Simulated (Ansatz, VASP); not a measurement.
Al8H in VASP and in Ansatz

Contents of INCAR:

```
ALGO     = Normal         # electronic algorithm
DIPOL    = 0.5 0.5 0.294
EDIFF    = 1E-7           # SCF threshold, eV
ENCUT    = 520            # plane-wave cutoff, eV
GGA      = PE             # functional
IDIPOL   = 3            
ISIF     = 2              # what is computed and relaxed
ISMEAR   = 0              # smearing method
LASPH    = True           # aspherical terms in the spheres
LCHARG   = False          # write CHGCAR
LDIPOL   = True         
LREAL    = Auto         
LWAVE    = False          # write WAVECAR
NBANDS   = 40             # bands
NELM     = 60             # most SCF steps
PREC     = Accurate       # precision mode
SIGMA    = 0.1            # smearing width, eV
```

KPOINTS

```
k-points
0
Gamma
  5 4 1
```

File POSCAR:

```
Al8H
1.0
    5.7135165837      0.0000000000      0.0000000000
    0.0000000000      8.0801326415      0.0000000000
    0.0000000000      0.0000000000     22.2432786975
Al H
16 2
Direct
    0.2500000000      0.2500000000      0.1798296040
    0.2500000000      0.7500000000      0.1798296040
    0.7500000000      0.2500000000      0.1798296040
    0.7500000000      0.7500000000      0.1798296040
    0.0000000000      0.0000000000      0.2440458181
    0.0000000000      0.5000000000      0.2440458181
    0.5000000000      0.0000000000      0.2440458181
    0.5000000000      0.5000000000      0.2440458181
    0.2500000000      0.2500000000      0.3102598702
    0.2500000000      0.7500000000      0.3102598702
    0.7500000000      0.2500000000      0.3102598702
    0.7500000000      0.7500000000      0.3102598702
    0.0000000000      0.0000000000      0.3705963860
    0.0000000000      0.5000000000      0.3705963860
    0.5000000000      0.0000000000      0.3705963860
    0.5000000000      0.5000000000      0.3705963860
    0.2500000000      0.2097778880      0.4339863214
    0.2500000000      0.2902221120      0.4339863214
```

Input for Ansatz:

```yaml
crystal:
  lattice:
    - [5.7135165837, 0.0, 0.0]
    - [0.0, 8.0801326415, 0.0]
    - [0.0, 0.0, 22.2432786975]
  atoms:
    - { symbol: Al, position: [0.25, 0.25, 0.179829604] }
    - { symbol: Al, position: [0.25, 0.75, 0.179829604] }
    - { symbol: Al, position: [0.75, 0.25, 0.179829604] }
    - { symbol: Al, position: [0.75, 0.75, 0.179829604] }
    - { symbol: Al, position: [0.0, 0.0, 0.2440458181] }
    - { symbol: Al, position: [0.0, 0.5, 0.2440458181] }
    - { symbol: Al, position: [0.5, 0.0, 0.2440458181] }
    - { symbol: Al, position: [0.5, 0.5, 0.2440458181] }
    - { symbol: Al, position: [0.25, 0.25, 0.3102598702] }
    - { symbol: Al, position: [0.25, 0.75, 0.3102598702] }
    - { symbol: Al, position: [0.75, 0.25, 0.3102598702] }
    - { symbol: Al, position: [0.75, 0.75, 0.3102598702] }
    - { symbol: Al, position: [0.0, 0.0, 0.370596386] }
    - { symbol: Al, position: [0.0, 0.5, 0.370596386] }
    - { symbol: Al, position: [0.5, 0.0, 0.370596386] }
    - { symbol: Al, position: [0.5, 0.5, 0.370596386] }
    - { symbol: H, position: [0.25, 0.209777888, 0.4339863214] }
    - { symbol: H, position: [0.25, 0.290222112, 0.4339863214] }
basis:
  ecutwfc: 420
kpoints:
  mp_grid: { grid: [5, 4, 1] }
hamiltonian:
  xc: pbe
  pseudopotentials: { kind: paw, azcp: { folder: soft_1 } }
scf:
  occupations: { method: gaussian, width: 0.1 }
output:
  forces: true
  eigenvalues: true
  write_density: true
  write_potential: true
  elf: true
  volumetric_format: npy
efield:
  axis: 3
  dipole_correction: true
  ramp_width: 0.04
```

Alike in both runs: task single point; functional PBE; k mesh 5 × 4 × 1; occupations gaussian, width 0.1 eV; no spin polarisation.

```csv
,VASP,Ansatz
version,VASP 6.6.1,Ansatz 0.2.0
potentials or method,"VASP PAW PBE potentials, release 64 (Al, H), cutoff 520 eV","scalar-relativistic, plane waves, PAW"
valence electrons in the cell,50,50
```

VASP gave:

```
gap on the k mesh at the Fermi level (eV) : none
rms of the force components (eV/Å)        : 1.020
```

**Question.** What did Ansatz give for the same quantities?

**Answer.** gap on the k mesh at the Fermi level (eV): none; rms of the force components (eV/Å): 1.013.

Atom by atom the forces differ by 0.007 eV/Å (rms over components). A gap of «none» marks a metal or a gap that the smearing closes. Ansatz's warnings: xc potential rough in thin density.
